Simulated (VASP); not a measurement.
**Al3Cu: single point with PBEsol**

Crystal: Al3Cu.

```
Al Cu
1.0
     4.07288    0.00000    0.00000
     0.00000    4.07288    0.00000
     0.00000    0.00000    4.07288
Al Cu
3 1
Direct
  0.00000 0.50000 0.50000
  0.50000 0.00000 0.50000
  0.50000 0.50000 0.00000
  0.00000 0.00000 0.00000
```

This cell differs from its parent crystal: strained.

| Item | Value |
| --- | --- |
| Program | VASP 6.6.1 |
| Task | single point |
| Functional | PBEsol |
| Potentials or basis | VASP PAW PBE potentials, release 64 (Al, Cu) |
| Cutoff | 520 eV |
| k mesh | 12 × 12 × 12 |
| Occupations | gaussian, width 0.1 eV |
| Spin | no spin polarisation |
| Dipole correction | no |
| Further INCAR settings | ALGO = Normal; EDIFF = 1e-06; NBANDS = 18 |

```yaml
Pressure: -10.1 GPa
Band_gap_on_the_k_mesh: zero (bands 10 and 11 overlap by 4.16 eV)
```

Levels at points of the mesh, in eV from the Fermi level:
```csv
k point,band 6,band 7,band 8,band 9,band 10,band 11,band 12,band 13,band 14,band 15
"(0.00, 0.00, 0.00)",-3.18,-2.15,-2.15,-2.15,-0.40,0.13,0.13,5.78,5.78,5.78
"(0.50, 0.00, 0.00)",-3.15,-3.02,0.27,0.27,0.36,0.36,0.93,1.16,2.19,2.58
"(0.50, 0.50, 0.00)",-3.38,-3.02,-2.96,-2.75,1.32,2.71,2.71,3.27,3.32,3.36
"(0.50, 0.50, 0.50)",-3.53,-3.53,-3.01,-3.01,-2.19,-1.90,-1.90,-1.90,11.14,11.14
```

It took 46 s on 1 thread of Intel(R) Xeon(R) 6975P-C (Granite Rapids) (shared host), peak memory 0.23 GiB.

Caveat: the cell differs from its parent crystal (strained); the cell stands under tension; the PAW data sets were made with another functional, which shifts forces and pressure a little.
